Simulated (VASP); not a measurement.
# Rh (Im-3m) in VASP: notebook

Rh is run at these levels: PBE; tasks: single point.

Everything below comes from runs of VASP 6.6.1. Logs are shortened: lines on timing, memory, paths and dates and some standing lists are left out, and cuts for length are marked.

### Step 1. The cell of the first run

The structure is cubic, space group Im-3m (No. 229). Conventional cell: a = 2.944 Å, b = 2.944 Å, c = 2.944 Å, α = 90.00°, β = 90.00°, γ = 90.00°. Within 3.4 Å of Rh (site symmetry m-3m) lie 14 Rh at 2.55 to 2.94 Å.

### Step 2. Single point, PBE (volume scaled by 0.88)

INCAR reads:

```
PREC = Accurate
ENCUT = 500
EDIFF = 1E-6
ISMEAR = -1
SIGMA = 0.1
LREAL = F
LASPH = T
NELM = 120
ALGO = Normal
ISIF = 2
LWAVE = F
LCHARG = F
GGA = PE
NBANDS = 14
GGA_COMPAT = F
```

KPOINTS reads:

```
regular mesh
0
Gamma
  16 16 16
```

POSCAR reads:

```
Rh
1.0
   -1.4721187973      1.4721187973      1.4721187973
    1.4721187973     -1.4721187973      1.4721187973
    1.4721187973      1.4721187973     -1.4721187973
Rh
1
Direct
    0.0000000000      0.0000000000      0.0000000000
```

Potentials or basis: VASP PAW PBE potentials, release 64 (Rh_pv).

Run with:

```console
> cat potpaw_PBE.64/Rh_pv/POTCAR > POTCAR
> mpirun -np 1 vasp_std > vasp.out
```

OUTCAR:

```text
PREC = Accurate
   ENCUT = 500
   EDIFF = 1E-6
   ISMEAR = -1
   LREAL = F
   LASPH = T
   NELM = 120
   ISIF = 2
   GGA = PE

 ion  position               nearest neighbor table
   1  0.000  0.000  0.000-

  LATTYP: Found a body centered cubic cell.
 ALAT       =     2.9442375946

  Lattice vectors:

 A1 = (  -1.4721187973,   1.4721187973,   1.4721187973)
 A2 = (   1.4721187973,  -1.4721187973,   1.4721187973)
 A3 = (   1.4721187973,   1.4721187973,  -1.4721187973)

Analysis of symmetry for initial positions (statically):
=====================================================================
 Subroutine PRICEL returns:
 Original cell was already a primitive cell.

 Routine SETGRP: Setting up the symmetry group for a
 body centered cubic supercell.

 Subroutine GETGRP returns: Found 48 space group operations
 (whereof 48 operations were pure point group operations)
 out of a pool of 48 trial point group operations.

The static configuration has the point symmetry O_h .

Analysis of symmetry for dynamics (positions and initial velocities):
=====================================================================
 Subroutine PRICEL returns:
 Original cell was already a primitive cell.

 Routine SETGRP: Setting up the symmetry group for a
 body centered cubic supercell.

 Subroutine GETGRP returns: Found 48 space group operations
 (whereof 48 operations were pure point group operations)
 out of a pool of 48 trial point group operations.

The dynamic configuration has the point symmetry O_h .

 Subroutine INISYM returns: Found 48 space group operations
 (whereof 48 operations are pure point group operations),
 and found     1 'primitive' translations

----------------------------------------------------------------------------------------

                                     Primitive cell

  volume of cell :      12.7611

  direct lattice vectors                    reciprocal lattice vectors
    -1.472118797  1.472118797  1.472118797     0.000000000  0.339646502  0.339646502
     1.472118797 -1.472118797  1.472118797     0.339646502  0.000000000  0.339646502
     1.472118797  1.472118797 -1.472118797     0.339646502  0.339646502  0.000000000

  length of vectors
     2.549784552  2.549784552  2.549784552     0.480332690  0.480332690  0.480332690

  position of ions in fractional coordinates (direct lattice)
     0.000000000  0.000000000  0.000000000

  ion indices of the primitive-cell ions
   primitive index   ion index
                 1           1

----------------------------------------------------------------------------------------

 KPOINTS: regular mesh

Automatic generation of k-mesh.
 Grid dimensions read from file:
 generate k-points for:   16   16   16

 Generating k-lattice:

  Cartesian coordinates                     Fractional coordinates (reciprocal lattice)
     0.000000000  0.021227906  0.021227906     0.062500000  0.000000000  0.000000000
     0.021227906  0.000000000  0.021227906     0.000000000  0.062500000  0.000000000
     0.021227906  0.021227906  0.000000000     0.000000000  0.000000000  0.062500000

  Length of vectors
     0.030020793  0.030020793  0.030020793

  Shift w.r.t. Gamma in fractional coordinates (k-lattice)
     0.000000000  0.000000000  0.000000000

 Subroutine IBZKPT returns following result:
 ===========================================

 Found    145 irreducible k-points:

 Following reciprocal coordinates:
            Coordinates               Weight
  0.000000  0.000000  0.000000      1.000000
  0.062500  0.000000  0.000000     12.000000
  0.125000  0.000000  0.000000     12.000000
  0.187500  0.000000  0.000000     12.000000
  0.250000  0.000000  0.000000     12.000000
  0.312500  0.000000  0.000000     12.000000
[... 16 lines left out ...]
  0.187500  0.187500  0.000000     24.000000
  0.250000  0.187500 -0.000000     48.000000
 [... further k-points ...]
   k-points           NKPTS =    145   k-points in BZ     NKDIM =    145   number of bands    NBANDS=     14
   number of dos      NEDOS =    301   number of ions     NIONS =      1
   total plane-waves  NPLWV =   8000
   dimension x,y,z NGX =    20 NGY =   20 NGZ =   20
   dimension x,y,z NGXF=    40 NGYF=   40 NGZF=   40
   ions per type =               1
   NGX,Y,Z   is equivalent  to a cutoff of  13.04, 13.04, 13.04 a.u.
   NGXF,Y,Z  is equivalent  to a cutoff of  26.08, 26.08, 26.08 a.u.
 SYSTEM =  unknown system
   PREC   = accura    normal or accurate (medium, high low for compatibility)
   ISTART =      0    job   : 0-new  1-cont  2-samecut
   ICHARG =      2    charge: 1-file 2-atom 10-const
   ISPIN  =      1    spin polarized calculation?
   LNONCOLLINEAR =      F non collinear calculations
   LSORBIT =      F    spin-orbit coupling
   LASPH  =      T    aspherical Exc in radial PAW
   ENCUT  =  500.0 eV  36.75 Ry    6.06 a.u.   4.65  4.65  4.65*2*pi/ulx,y,z
   NELM   =    120;   NELMIN=  2; NELMDL= -5     # of ELM steps
   EDIFF  = 0.1E-05   stopping-criterion for ELM
   LREAL  =      F    real-space projection
   EDIFFG = 0.1E-04   stopping-criterion for IOM
   NSW    =      0    number of steps for IOM
   IBRION =     -1    ionic relax: 0-MD 1-quasi-New 2-CG
   NFREE  =      0    steps in history (QN), initial steepest desc. (CG)
   ISIF   =      2    stress and relaxation
   ISYM   =      2    0-nonsym 1-usesym 2-fastsym
   POTIM  = 0.5000    time-step for ionic-motion
   TEBEG  =    0.0;   TEEND  =   0.0 temperature during run
   PSTRESS=    0.0 pullay stress
   NELECT =      15.0000    total number of electrons
   NUPDOWN=      -1.0000    fix difference up-down
   EMIN   =  10.00;   EMAX   =-10.00  energy-range for DOS
   EFERMI =   0.00;   METHOD = LEGACY
   ISMEAR =    -1;   SIGMA  =   0.10  broadening in eV -4-tet -1-fermi 0-gaus
   EFERMI_NEDOS =   21; number of points for ismear=-14 and -15
   IALGO  =     38    algorithm
   IMIX   =      4    mixing-type and parameters
     AMIX     =   0.40;   BMIX     =  1.00
     AMIX_MAG =   1.60;   BMIX_MAG =  1.00
  volume/ion in A,a.u.               =      12.76        86.12
  Fermi-wavevector in a.u.,A,eV,Ry     =   1.727729  3.264935 40.614057  2.985049
  Thomas-Fermi vector in A             =   2.802798
   LORBIT       =      0    0 simple, 1 ext, 2 COOP (PROOUT), +10 PAW based schemes
   GGA     = PE    functional components
   LHFCALC =     F    Hartree Fock is set to
   AEXX    =    0.0000 exact exchange contribution
   IVDW    =     0    specifies the selected vdW correction
   LEPSILON=     F    determine dielectric tensor
   LRPA    =     F    only Hartree local field effects (RPA)
 non-spin polarized calculation
  energy-cutoff  :      500.00
  volume of cell :       12.76
 maximum number of plane-waves:       336
   NGX =  9   NGY =  9   NGZ =  9

 number of electron      15.0000007 magnetization

 Free energy of the ion-electron system (eV)
  ---------------------------------------------------
  ext. energy  EPLUGINS =         0.00000000
  ---------------------------------------------------
  free energy    TOTEN  =        -6.74792524 eV

  energy without entropy =       -6.68123867  energy(sigma->0) =       -6.71458195

 E-fermi :  13.1224     XC(G=0): -14.4985

 val. band max:       13.1208232590   @ k =   0.3750   0.1250   0.0625
 cond. band min:      13.1249688853   @ k =   0.3125   0.1875   0.0625
 fundamental gap:      0.0041456263
 Fermi energy:        13.1224464462

 k-point     1 :       0.0000    0.0000    0.0000
  band No.  band energies     occupation
      1     -33.0182      2.00000
      2     -33.0182      2.00000
      3     -33.0182      2.00000
      4       4.8164      2.00000
      5       9.7974      2.00000
      6       9.7974      2.00000
      7       9.7974      2.00000
      8      12.5752      1.99163
      9      12.5752      1.99163
     10      31.7061      0.00000
     11      31.7061      0.00000
     12      31.7061      0.00000
     13      33.9687      0.00000
     14      42.9532      0.00000

 k-point     2 :       0.0625    0.0000    0.0000
  band No.  band energies     occupation
      1     -33.0566      2.00000
      2     -33.0306      2.00000
      3     -33.0183      2.00000
      4       4.9959      2.00000
      5       9.7196      2.00000
      6       9.7951      2.00000
      7       9.9467      2.00000
      8      12.4745      1.99694
      9      12.5802      1.99121
     10      31.7934      0.00000
     11      31.8551      0.00000
     12      31.9759      0.00000
     13      33.9685      0.00000
     14      41.6124      0.00000

 k-point     3 :       0.1250    0.0000    0.0000
  band No.  band energies     occupation
      1     -33.1651      2.00000
      2     -33.0658      2.00000
      3     -33.0185      2.00000
      4       5.5008      2.00000
      5       9.5043      2.00000
      6       9.7796      2.00000
      7      10.3853      2.00000
      8      12.2548      1.99966
      9      12.5990      1.98940
     10      31.9210      0.00000
     11      32.0754      0.00000
     12      32.7581      0.00000
     13      33.9678      0.00000
     14      39.8581      0.00000
[... 324 lines left out ...]
 k-point    23 :       0.1875    0.1875    0.0000
  band No.  band energies     occupation
      1     -33.6750      2.00000
      2     -33.2509      2.00000
      3     -33.0872      2.00000
      4       7.6005      2.00000
      5       8.8474      2.00000
      6       9.3910      2.00000
      7      11.9102      1.99999
      8      13.0160      1.48716
      9      14.2257      0.00003
     10      29.1270      0.00000
     11      29.6938      0.00000
     12      33.9480      0.00000
     13      34.2754      0.00000
     14      35.3621      0.00000

 k-point    24 :       0.2500    0.1875   -0.0000
  band No.  band energies     occupation
      1     -33.7724      2.00000
      2     -33.3318      2.00000
      3     -33.0997      2.00000
      4       7.6169      2.00000
      5       8.6176      2.00000
      6       9.9156      2.00000
      7      12.0819      1.99994
      8      13.1505      0.86085
      9      15.7574      0.00000
     10      27.2072      0.00000
     11      28.5878      0.00000
     12      32.8399      0.00000
     13      33.9740      0.00000
     14      36.3225      0.00000

 [... further k-points ...]
[... 5 lines left out ...]
  --------------------------------------------------------------------------------------
  -------------------------------------------------------------------------------------
  Total        3.2712401      3.2712401      3.2712401     -0.0000000      0.0000000      0.0000000
  in kB      410.7092097    410.7092097    410.7092097     -0.0000000      0.0000000      0.0000000
  external PRESSURE =     410.7092097 kB  Pullay stress =       0.0000000 kB

 VOLUME and BASIS-vectors are now :
 -----------------------------------------------------------------------------
  energy-cutoff  :      500.00
  volume of cell :       12.76
      direct lattice vectors                 reciprocal lattice vectors
    -1.472118797  1.472118797  1.472118797     0.000000000  0.339646502  0.339646502
     1.472118797 -1.472118797  1.472118797     0.339646502  0.000000000  0.339646502
     1.472118797  1.472118797 -1.472118797     0.339646502  0.339646502  0.000000000

 POSITION                                       TOTAL-FORCE (eV/Angst)
 -----------------------------------------------------------------------------------
      0.00000      0.00000      0.00000         0.000000     -0.000000     -0.000000
 -----------------------------------------------------------------------------------
    total drift:                               -0.000000     -0.000000      0.000000

  FREE ENERGIE OF THE ION-ELECTRON SYSTEM (eV)
  ---------------------------------------------------
  free  energy   TOTEN  =        -6.7479252383 eV

  energy  without entropy=       -6.6812386713  energy(sigma->0) =       -6.71458195
```

Wall time 18 s (1 thread of AMD EPYC 9R45 (Zen 5), shared host); peak memory 0.1 GiB.

Results:

| Property | Result |
| --- | --- |
| Free energy | -6.7479 eV |
| Pressure | 41.1 GPa |

Caveat: the cell differs from its parent crystal (volume scaled by 0.88).

### Step 3. Single point, PBE (volume scaled by 0.92)

INCAR reads:

```
  PREC = Accurate
  ENCUT = 500
  EDIFF = 1E-6
  ISMEAR = -1
  SIGMA = 0.1
  LREAL = F
  LASPH = T
  NELM = 120
  ALGO = Normal
  ISIF = 2
  LWAVE = F
  LCHARG = F
  GGA = PE
  NBANDS = 14
  GGA_COMPAT = F
```

KPOINTS reads:

```
Automatic mesh
0
Gamma
  16 16 16
```

POSCAR reads:

```
Rh
1.0
   -1.4940939594      1.4940939594      1.4940939594
    1.4940939594     -1.4940939594      1.4940939594
    1.4940939594      1.4940939594     -1.4940939594
Rh
1
Direct
    0.0000000000      0.0000000000      0.0000000000
```

Potentials or basis: VASP PAW PBE potentials, release 64 (Rh_pv).

Run with:

```console
> cat potpaw_PBE.64/Rh_pv/POTCAR > POTCAR
> mpirun -np 1 vasp_std > vasp.out
```

Wall time 19 s (1 thread of AMD EPYC 9R45 (Zen 5), shared host); peak memory 0.11 GiB.

It converged, with:

* Free energy: -6.8646 eV
* Pressure: 23.9 GPa

Levels at points of the mesh, in eV from the Fermi level:
| k point | band 6 | band 7 | band 8 | band 9 | band 10 | band 11 |
| --- | --- | --- | --- | --- | --- | --- |
| (0.00, 0.00, 0.00) | -3.11 | -3.11 | -0.50 | -0.50 | 18.55 | 18.55 |
| (0.50, 0.00, 0.00) | -0.55 | -0.11 | 1.32 | 1.74 | 9.91 | 14.70 |
| (0.50, 0.50, 0.50) | 1.19 | 1.19 | 1.19 | 9.74 | 9.74 | 9.74 |

Caveat: the cell differs from its parent crystal (volume scaled by 0.92).

### Step 4. Single point, PBE (volume scaled by 0.96)

Changes to INCAR since step 3:

```diff
@@ -11,4 +11,6 @@
   LWAVE = F
-  LCHARG = F
+  LCHARG = T
   GGA = PE
+  LELF = T
+  LVHAR = T
   NBANDS = 14
```

KPOINTS reads:

```
regular mesh
0
Gamma
  16 16 16
```

POSCAR reads:

```
Rh
1.0
   -1.5154410429      1.5154410429      1.5154410429
    1.5154410429     -1.5154410429      1.5154410429
    1.5154410429      1.5154410429     -1.5154410429
Rh
1
Direct
    0.0000000000      0.0000000000      0.0000000000
```

Run with:

```console
> cat potpaw_PBE.64/Rh_pv/POTCAR > POTCAR
> mpirun -np 1 vasp_std > vasp.out
```

Run time: 19 s. Hardware: 1 thread of AMD EPYC 9R45 (Zen 5), shared host; peak memory 0.11 GiB.

It converged, with:

* Free energy: -6.9262 eV
* Pressure: 10.6 GPa

Levels at points of the mesh, in eV from the Fermi level:
```tsv
k point	band 6	band 7	band 8	band 9	band 10	band 11
(0.00, 0.00, 0.00)	-2.92	-2.92	-0.46	-0.46	18.49	18.49
(0.50, 0.00, 0.00)	-0.52	-0.11	1.33	1.62	9.42	14.63
(0.50, 0.50, 0.50)	1.11	1.11	1.11	9.52	9.52	9.52
```

Caveat: the cell differs from its parent crystal (volume scaled by 0.96).

### Step 5. Single point, PBE

This run uses another cell than the first one, of 14.50 Å³/atom, 1.136 times its volume.

INCAR reads:

```
SYSTEM = Rh
ALGO = Normal ; EDIFF = 1E-6
ENCUT = 500 ; GGA = PE
GGA_COMPAT = .FALSE. ; ISIF = 2
ISMEAR = -1 ; LASPH = .TRUE.
LCHARG = .FALSE. ; LREAL = .FALSE.
LWAVE = .FALSE. ; NBANDS = 14
NELM = 120 ; PREC = Accurate
SIGMA = 0.1
```

KPOINTS reads:

```
k-points
0
G
  16 16 16
  0 0 0
```

POSCAR reads:

```
Rh
1.0
   -1.5362030892      1.5362030892      1.5362030892
    1.5362030892     -1.5362030892      1.5362030892
    1.5362030892      1.5362030892     -1.5362030892
Rh
1
Direct
    0.0000000000      0.0000000000      0.0000000000
```

Run with:

```console
> cat potpaw_PBE.64/Rh_pv/POTCAR > POTCAR
> mpirun -np 1 vasp_std > vasp.out
```

Wall time 15 s (1 thread of AMD EPYC 9R45 (Zen 5), shared host); peak memory 0.1 GiB.

Results (log left out):

- Free energy: -6.9448 eV
- Pressure: 0.1 GPa

Levels at points of the mesh, in eV from the Fermi level:
```tsv
k point	band 6	band 7	band 8	band 9	band 10	band 11
(0.00, 0.00, 0.00)	-2.74	-2.74	-0.43	-0.43	18.43	18.43
(0.50, 0.00, 0.00)	-0.49	-0.11	1.35	1.51	8.98	14.55
(0.50, 0.50, 0.50)	1.03	1.03	1.03	9.31	9.31	9.31
```

### Step 6. Single point, PBE (volume scaled by 1.04)

INCAR reads:

```
PREC = Accurate
ENCUT = 500
EDIFF = 1E-6
ISMEAR = -1
SIGMA = 0.1
LREAL = False
LASPH = True
NELM = 120
ALGO = Normal
ISIF = 2
LWAVE = False
LCHARG = False
GGA = PE
NBANDS = 14
GGA_COMPAT = False
```

KPOINTS reads:

```
Automatic mesh
0
Gamma
  16 16 16
```

POSCAR reads:

```
Rh
1.0
   -1.5564186060      1.5564186060      1.5564186060
    1.5564186060     -1.5564186060      1.5564186060
    1.5564186060      1.5564186060     -1.5564186060
Rh
1
Direct
    0.0000000000      0.0000000000      0.0000000000
```

Potentials or basis: VASP PAW PBE potentials, release 64 (Rh_pv).

Run with:

```console
> cat potpaw_PBE.64/Rh_pv/POTCAR > POTCAR
> mpirun -np 1 vasp_std > vasp.out
```

It took 16 s on 1 thread of AMD EPYC 9R45 (Zen 5), shared host; peak memory 0.11 GiB.

Results (log left out):

* Free energy: -6.9297 eV
* Pressure: -8.1 GPa

Levels at points of the mesh, in eV from the Fermi level:
```csv
k point,band 4,band 5,band 6,band 7,band 8,band 9,band 10,band 11,band 12,band 13
"(0.00, 0.00, 0.00)",-7.14,-2.59,-2.59,-2.59,-0.40,-0.40,18.35,18.35,18.35,21.22
"(0.50, 0.00, 0.00)",-5.23,-3.93,-0.47,-0.11,1.37,1.41,8.57,14.46,17.68,21.22
"(0.50, 0.50, 0.50)",-5.18,-5.18,0.96,0.96,0.96,9.12,9.12,9.12,18.11,18.13
```

Caveat: the cell differs from its parent crystal (volume scaled by 1.04).

### Step 7. Summary

```tsv
cell	gap on the mesh (eV)	pressure (GPa)
a = 2.550 Å, angles 109.5°, 1 atom	none	41.1
a = 2.588 Å, angles 109.5°, 1 atom	none	23.9
a = 2.625 Å, angles 109.5°, 1 atom	none	10.6
a = 2.661 Å, angles 109.5°, 1 atom	none	0.1
a = 2.696 Å, angles 109.5°, 1 atom	none	-8.1
```

Alike in all rows: task single point; level PBE; potentials or basis VASP PAW PBE potentials, release 64 (Rh_pv); no spin polarisation; k mesh 16 × 16 × 16; cutoff (eV) 500; smearing fermi-dirac 0.1 eV.

Absolute energies hang on the potentials; compare differences alone.
